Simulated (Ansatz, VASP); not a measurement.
**Two plane-wave programs on In2B**

```xyz
6
Lattice="0.0000 4.1324 4.1324 4.1324 0.0000 4.1324 4.1324 4.1324 0.0000" Properties=species:S:1:pos:R:3 pbc="T T T"
In    5.1655    5.1655    5.1655
In    5.1655    3.0993    3.0993
In    3.0993    3.0993    5.1655
In    3.0993    5.1655    3.0993
B     0.0000    0.0000    0.0000
B     2.0662    2.0662    2.0662
```

Alike in both runs: functional r2SCAN; k mesh 4 × 4 × 4; occupations gaussian, width 0.1 eV; no spin polarisation.

Ansatz relaxed the structure, and its values are those at the end. VASP's run is a single point on that final structure, the one shown.

|  | VASP | Ansatz |
| --- | --- | --- |
| version | VASP 6.6.1 | Ansatz 0.2.0 |
| potentials or method | VASP PAW PBE potentials, release 64 (In_d, B), cutoff 520 eV | scalar-relativistic, plane waves, PAW |
| valence electrons in the cell | 58 | 58 |

|  | VASP | Ansatz | Ansatz less VASP |
| --- | --- | --- | --- |
| gap on the k mesh at the Fermi level (eV) | none | none | - |
| pressure (GPa) | 0.4 | 0.4 | -0.04 |

VASP's potentials were made for PBE, not for r2SCAN. A gap of «none» marks a metal or a gap that the smearing closes.
